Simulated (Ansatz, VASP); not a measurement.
## One calculation of LiCl, two programs

```
CELL_PARAMETERS angstrom
0.00000 2.54912 2.54912
2.54912 0.00000 2.54912
2.54912 2.54912 0.00000
ATOMIC_POSITIONS crystal
Li 0.00000 0.00000 0.00000
Cl 0.50000 0.50000 0.50000
```

Alike in both runs: task single point; functional PBE; k mesh 8 × 8 × 8; occupations gaussian, width 0.02 eV; no spin polarisation.

|  | VASP | Ansatz |
| --- | --- | --- |
| version | VASP 6.6.1 | Ansatz 0.2.0 |
| potentials or method | VASP PAW PBE potentials, release 64 (Li_sv, Cl), cutoff 520 eV | scalar-relativistic, plane waves, PAW |
| valence electrons in the cell | 10 | 10 |

Ansatz gave:

```
gap on the k mesh at the Fermi level (eV) : 6.43
least direct gap on the mesh (eV)         : 6.43
```

**Question.** Which values does VASP return?

**Answer.** gap on the k mesh at the Fermi level (eV): 6.45; least direct gap on the mesh (eV): 6.45.

Noted on VASP's run: the cutoff is short for stress, so the pressure is rough.
